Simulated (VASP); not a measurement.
A run of VASP 6.6.1:

The input INCAR:

```
ALGO = Normal ; EDIFF = 1E-6
ENCUT = 520 ; GGA = PE
ISIF = 2 ; ISMEAR = 0
LASPH = T ; LCHARG = F
LREAL = F ; LWAVE = F
NBANDS = 33 ; NELM = 80
PREC = Accurate ; SIGMA = 0.1
```

File KPOINTS:

```
k-points
0
Gamma
  6 6 6
```

Contents of POSCAR:

```
ScTa2N3
1.0
    2.8237196657      1.6302753091      2.9401785538
   -2.8237196657      1.6302753091      2.9401785538
    0.0000000000     -3.2605506182      2.9401785538
Sc Ta N
1 2 3
Direct
    0.0000000000      0.0000000000      0.0000000000
    0.6959653842      0.6959653842      0.6959653842
    0.3040346158      0.3040346158      0.3040346158
    0.0000000000      0.5000000000      0.0000000000
    0.5000000000      0.0000000000      0.0000000000
    0.0000000000      0.0000000000      0.5000000000
```

Potentials or basis: VASP PAW PBE potentials, release 64 (Sc_sv, Ta_pv, N).

Launch:

```sh
$ cat potpaw_PBE.64/Sc_sv/POTCAR potpaw_PBE.64/Ta_pv/POTCAR potpaw_PBE.64/N/POTCAR > POTCAR
$ mpirun -np 1 vasp_std > vasp.out
```

Hardware: 1 thread of Intel(R) Xeon(R) Platinum 8488C (Sapphire Rapids) (shared host).

How long does it take, and how much memory?

Wall time 64 s on 1 thread of Intel(R) Xeon(R) Platinum 8488C (Sapphire Rapids), with other jobs on the host, peak memory 0.25 GiB. Counts: scf iterations 14, k points 32.
